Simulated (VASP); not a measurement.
# LiF (Fm-3m) in VASP: a series of runs

Runs on LiF. Level: PBE. Tasks: density of states, vibrations by perturbation theory.

Everything below comes from runs of VASP 6.6.1. Logs are shortened: lines on timing, memory, paths and dates and some standing lists are left out, and cuts for length are marked.

## 1. The cell of the first run

It takes space group Fm-3m (No. 225, cubic). The conventional cell has a = 4.069 Å, b = 4.069 Å, c = 4.069 Å, α = 90.00°, β = 90.00°, γ = 90.00°. Within 2.7 Å of Li (site symmetry m-3m) lie 6 F at 2.03 Å. F (site symmetry m-3m) has 6 Li at 2.03 Å within 2.7 Å.

## 2. Density of states, PBE

The input, POSCAR:

```
LiF
1.0
    0.0000000000      2.0343030395      2.0343030395
    2.0343030395      0.0000000000      2.0343030395
    2.0343030395      2.0343030395      0.0000000000
Li F
1 1
Direct
    0.5000000000      0.5000000000      0.5000000000
    0.0000000000      0.0000000000      0.0000000000
```

The input, INCAR.step1:

```
SYSTEM = LiF
PREC = Accurate
ENCUT = 520
EDIFF = 1E-6
ISMEAR = 0
SIGMA = 0.02
LREAL = .FALSE.
LASPH = .TRUE.
NELM = 80
ALGO = Normal
ISIF = 2
LWAVE = .FALSE.
LCHARG = .TRUE.
GGA = PE
NBANDS = 12
```

The input, KPOINTS.step1:

```
regular mesh
0
G
  10 10 10
  0 0 0
```

The input, INCAR.step2:

```
SYSTEM = LiF
PREC = Accurate
ENCUT = 520
EDIFF = 1E-6
ISMEAR = -5
SIGMA = 0.02
LREAL = .FALSE.
LASPH = .TRUE.
NELM = 80
ALGO = Normal
ISIF = 2
LWAVE = .FALSE.
LCHARG = .FALSE.
GGA = PE
LORBIT = 10
NBANDS = 12
NEDOS = 2001
ICHARG = 11
```

The input, KPOINTS.step2:

```
regular mesh
0
G
  15 15 15
  0 0 0
```

Potentials or basis: VASP PAW PBE potentials, release 64 (Li_sv, F).

Started as:

```
> cat potpaw_PBE.64/Li_sv/POTCAR potpaw_PBE.64/F/POTCAR > POTCAR
> cp INCAR.step1 INCAR
> cp KPOINTS.step1 KPOINTS
> mpirun -np 1 vasp_std > vasp.out
> cp INCAR.step2 INCAR
> cp KPOINTS.step2 KPOINTS
> mpirun -np 1 vasp_std > vasp.out
```

OUTCAR:

```text
SYSTEM = LiF
   PREC = Accurate
   ENCUT = 520
   EDIFF = 1E-6
   ISMEAR = -5
   LREAL = .FALSE.
   LASPH = .TRUE.
   NELM = 80
   ISIF = 2
   GGA = PE
   LORBIT = 10
   ICHARG = 11

 ion  position               nearest neighbor table
   1  0.500  0.500  0.500-   2 2.03   2 2.03   2 2.03   2 2.03   2 2.03   2 2.03
   2  0.000  0.000  0.000-   1 2.03   1 2.03   1 2.03   1 2.03   1 2.03   1 2.03

  LATTYP: Found a face centered cubic cell.
 ALAT       =     4.0686060790

  Lattice vectors:

 A1 = (   0.0000000000,   2.0343030395,   2.0343030395)
 A2 = (   2.0343030395,   0.0000000000,   2.0343030395)
 A3 = (   2.0343030395,   2.0343030395,   0.0000000000)

Analysis of symmetry for initial positions (statically):
=====================================================================
 Subroutine PRICEL returns:
 Original cell was already a primitive cell.

 Routine SETGRP: Setting up the symmetry group for a
 face centered cubic supercell.

 Subroutine GETGRP returns: Found 48 space group operations
 (whereof 48 operations were pure point group operations)
 out of a pool of 48 trial point group operations.

The static configuration has the point symmetry O_h .

Analysis of symmetry for dynamics (positions and initial velocities):
=====================================================================
 Subroutine PRICEL returns:
 Original cell was already a primitive cell.

 Routine SETGRP: Setting up the symmetry group for a
 face centered cubic supercell.

 Subroutine GETGRP returns: Found 48 space group operations
 (whereof 48 operations were pure point group operations)
 out of a pool of 48 trial point group operations.

The dynamic configuration has the point symmetry O_h .

 Subroutine INISYM returns: Found 48 space group operations
 (whereof 48 operations are pure point group operations),
 and found     1 'primitive' translations

----------------------------------------------------------------------------------------

                                     Primitive cell

  volume of cell :      16.8375

  direct lattice vectors                    reciprocal lattice vectors
     0.000000000  2.034303040  2.034303040    -0.245784424  0.245784424  0.245784424
     2.034303040  0.000000000  2.034303040     0.245784424 -0.245784424  0.245784424
     2.034303040  2.034303040  0.000000000     0.245784424  0.245784424 -0.245784424

  length of vectors
     2.876938948  2.876938948  2.876938948     0.425711109  0.425711109  0.425711109

  position of ions in fractional coordinates (direct lattice)
     0.500000000  0.500000000  0.500000000
     0.000000000  0.000000000  0.000000000

  ion indices of the primitive-cell ions
   primitive index   ion index
                 1           1
                 2           2

----------------------------------------------------------------------------------------

 KPOINTS: regular mesh

Automatic generation of k-mesh.
 Grid dimensions read from file:
 generate k-points for:   15   15   15

 Generating k-lattice:

  Cartesian coordinates                     Fractional coordinates (reciprocal lattice)
    -0.016385628  0.016385628  0.016385628     0.066666667  0.000000000  0.000000000
     0.016385628 -0.016385628  0.016385628     0.000000000  0.066666667  0.000000000
     0.016385628  0.016385628 -0.016385628     0.000000000  0.000000000  0.066666667

  Length of vectors
     0.028380741  0.028380741  0.028380741

  Shift w.r.t. Gamma in fractional coordinates (k-lattice)
     0.000000000  0.000000000  0.000000000

 TETIRR: Found    484 inequivalent tetrahedra from    20250

 Subroutine IBZKPT returns following result:
 ===========================================

 Found    120 irreducible k-points:

 Following reciprocal coordinates:
            Coordinates               Weight
  0.000000  0.000000  0.000000      1.000000
  0.066667  0.000000  0.000000      8.000000
  0.133333  0.000000  0.000000      8.000000
  0.200000  0.000000  0.000000      8.000000
  0.266667  0.000000  0.000000      8.000000
  0.333333  0.000000  0.000000      8.000000
[... 16 lines left out ...]
  0.133333  0.133333  0.000000      6.000000
  0.200000  0.133333  0.000000     24.000000
 [... further k-points ...]
   k-points           NKPTS =    120   k-points in BZ     NKDIM =    120   number of bands    NBANDS=     12
   number of dos      NEDOS =   2001   number of ions     NIONS =      2
   total plane-waves  NPLWV =  13824
   dimension x,y,z NGX =    24 NGY =   24 NGZ =   24
   dimension x,y,z NGXF=    48 NGYF=   48 NGZF=   48
   ions per type =               1   1
   NGX,Y,Z   is equivalent  to a cutoff of  13.87, 13.87, 13.87 a.u.
   NGXF,Y,Z  is equivalent  to a cutoff of  27.74, 27.74, 27.74 a.u.
 SYSTEM =  LiF
   PREC   = accura    normal or accurate (medium, high low for compatibility)
   ISTART =      0    job   : 0-new  1-cont  2-samecut
   ICHARG =     11    charge: 1-file 2-atom 10-const
   ISPIN  =      1    spin polarized calculation?
   LNONCOLLINEAR =      F non collinear calculations
   LSORBIT =      F    spin-orbit coupling
   LASPH  =      T    aspherical Exc in radial PAW
   ENCUT  =  520.0 eV  38.22 Ry    6.18 a.u.   5.35  5.35  5.35*2*pi/ulx,y,z
   NELM   =     80;   NELMIN=  2; NELMDL=  0     # of ELM steps
   EDIFF  = 0.1E-05   stopping-criterion for ELM
   LREAL  =      F    real-space projection
   EDIFFG = 0.1E-04   stopping-criterion for IOM
   NSW    =      0    number of steps for IOM
   IBRION =     -1    ionic relax: 0-MD 1-quasi-New 2-CG
   NFREE  =      0    steps in history (QN), initial steepest desc. (CG)
   ISIF   =      2    stress and relaxation
   ISYM   =      2    0-nonsym 1-usesym 2-fastsym
   POTIM  = 0.5000    time-step for ionic-motion
   TEBEG  =    0.0;   TEEND  =   0.0 temperature during run
   PSTRESS=    0.0 pullay stress
   NELECT =      10.0000    total number of electrons
   NUPDOWN=      -1.0000    fix difference up-down
   EMIN   =  10.00;   EMAX   =-10.00  energy-range for DOS
   EFERMI =   0.00;   METHOD = LEGACY
   ISMEAR =    -5;   SIGMA  =   0.02  broadening in eV -4-tet -1-fermi 0-gaus
   EFERMI_NEDOS =   21; number of points for ismear=-14 and -15
   IALGO  =     38    algorithm
   IMIX   =      4    mixing-type and parameters
     AMIX     =   0.40;   BMIX     =  1.00
     AMIX_MAG =   1.60;   BMIX_MAG =  1.00
  volume/ion in A,a.u.               =       8.42        56.81
  Fermi-wavevector in a.u.,A,eV,Ry     =   1.376097  2.600447 25.764593  1.893644
  Thomas-Fermi vector in A             =   2.501373
   LORBIT       =     10    0 simple, 1 ext, 2 COOP (PROOUT), +10 PAW based schemes
   GGA     = PE    functional components
   LHFCALC =     F    Hartree Fock is set to
   AEXX    =    0.0000 exact exchange contribution
   IVDW    =     0    specifies the selected vdW correction
   LEPSILON=     F    determine dielectric tensor
   LRPA    =     F    only Hartree local field effects (RPA)
 non-spin polarized calculation
 Fermi weights with tetrahedron method with Bloechl corrections
  energy-cutoff  :      520.00
  volume of cell :       16.84
 maximum number of plane-waves:       467
 NGX is ok and might be reduce to    24

 number of electron       9.9999992 magnetization

 Free energy of the ion-electron system (eV)
  ---------------------------------------------------
  ext. energy  EPLUGINS =         0.00000000
  ---------------------------------------------------
  free energy    TOTEN  =        -9.64091018 eV

  energy without entropy =       -9.64091018  energy(sigma->0) =       -9.64091018

 E-fermi :  -1.1641     XC(G=0):  -9.8367

 val. band max:       -1.1961410488   @ k =  -0.0667   0.0667   0.0000
 cond. band min:       7.6281192448   @ k =   0.0000   0.0000   0.0000
 fundamental gap:      8.8242602936
 Fermi energy:        -1.1640513467

 k-point     1 :       0.0000    0.0000    0.0000
  band No.  band energies     occupation
      1     -42.1870      2.00000
      2     -21.0900      2.00000
      3      -1.1970      2.00000
      4      -1.1970      2.00000
      5      -1.1970      2.00000
      6       7.6281      0.00000
      7      22.3735      0.00000
      8      22.3735      0.00000
      9      22.3735      0.00000
     10      22.8306      0.00000
     11      22.8306      0.00000
     12      22.8306      0.00000

 k-point     2 :       0.0667    0.0000    0.0000
  band No.  band energies     occupation
      1     -42.1848      2.00000
      2     -21.0730      2.00000
      3      -1.3252      2.00000
      4      -1.2070      2.00000
      5      -1.2070      2.00000
      6       7.7647      0.00000
      7      20.7537      0.00000
      8      21.6585      0.00000
      9      21.6585      0.00000
     10      23.4460      0.00000
     11      23.4460      0.00000
     12      23.5723      0.00000

 k-point     3 :       0.1333    0.0000    0.0000
  band No.  band energies     occupation
      1     -42.1786      2.00000
      2     -21.0258      2.00000
      3      -1.6705      2.00000
      4      -1.2349      2.00000
      5      -1.2349      2.00000
      6       8.1214      0.00000
      7      18.8939      0.00000
      8      20.6832      0.00000
      9      20.6832      0.00000
     10      24.1111      0.00000
     11      24.2441      0.00000
     12      24.2441      0.00000
[... 286 lines left out ...]
 k-point    23 :       0.1333    0.1333    0.0000
  band No.  band energies     occupation
      1     -42.1758      2.00000
      2     -21.0016      2.00000
      3      -1.6406      2.00000
      4      -1.3598      2.00000
      5      -1.3598      2.00000
      6       8.3481      0.00000
      7      19.8803      0.00000
      8      20.1366      0.00000
      9      20.1366      0.00000
     10      20.3698      0.00000
     11      26.6140      0.00000
     12      26.6140      0.00000

 k-point    24 :       0.2000    0.1333    0.0000
  band No.  band energies     occupation
      1     -42.1691      2.00000
      2     -20.9457      2.00000
      3      -1.9686      2.00000
      4      -1.4361      2.00000
      5      -1.4088      2.00000
      6       8.7696      0.00000
      7      18.2039      0.00000
      8      19.6002      0.00000
      9      19.6605      0.00000
     10      20.8013      0.00000
     11      27.5248      0.00000
     12      27.6319      0.00000

 [... further k-points ...]
[... 5 lines left out ...]
  --------------------------------------------------------------------------------------
  -------------------------------------------------------------------------------------
  Total       -0.0495101     -0.0495101     -0.0495101      0.0000000      0.0000000     -0.0000000
  in kB       -4.7111557     -4.7111557     -4.7111557      0.0000000      0.0000000     -0.0000000
  external PRESSURE =      -4.7111557 kB  Pullay stress =       0.0000000 kB

 VOLUME and BASIS-vectors are now :
 -----------------------------------------------------------------------------
  energy-cutoff  :      520.00
  volume of cell :       16.84
      direct lattice vectors                 reciprocal lattice vectors
     0.000000000  2.034303040  2.034303040    -0.245784424  0.245784424  0.245784424
     2.034303040  0.000000000  2.034303040     0.245784424 -0.245784424  0.245784424
     2.034303040  2.034303040  0.000000000     0.245784424  0.245784424 -0.245784424

 POSITION                                       TOTAL-FORCE (eV/Angst)
 -----------------------------------------------------------------------------------
      2.03430      2.03430      2.03430         0.000000      0.000000      0.000000
      0.00000      0.00000      0.00000        -0.000000     -0.000000     -0.000000
 -----------------------------------------------------------------------------------
    total drift:                                0.000000     -0.000000     -0.000000

  FREE ENERGIE OF THE ION-ELECTRON SYSTEM (eV)
  ---------------------------------------------------
  free  energy   TOTEN  =        -9.6409101817 eV

  energy  without entropy=       -9.6409101817  energy(sigma->0) =       -9.64091018

 total charge

# of ion       s       p       d       tot
------------------------------------------
    1        2.015   0.045   0.000   2.060
    2        1.729   4.403   0.000   6.132
--------------------------------------------------
tot          3.744   4.449   0.000   8.192
```

Wall time 17 s (1 thread of Intel Xeon Platinum 8259CL at 2.50GHz (Skylake/Cascade Lake), shared host); peak memory 0.14 GiB.

What came out:

| Property | Result |
| --- | --- |
| Valence electrons inside the program's atomic spheres | Li 2.06; F 6.13 |

Levels at points of the mesh, in eV from the valence-band top:
| k point | band 3 | band 4 | band 5 | band 6 | band 7 | band 8 |
| --- | --- | --- | --- | --- | --- | --- |
| (0.00, 0.00, 0.00) | 0.00 | 0.00 | 0.00 | 8.82 | 23.57 | 23.57 |

Caveat: the cutoff is under 1.25 times the usual one of these potentials, so pressure, stress and relaxed cells hold a basis-set (Pulay) error.

(Continued in part 2 of 2.)
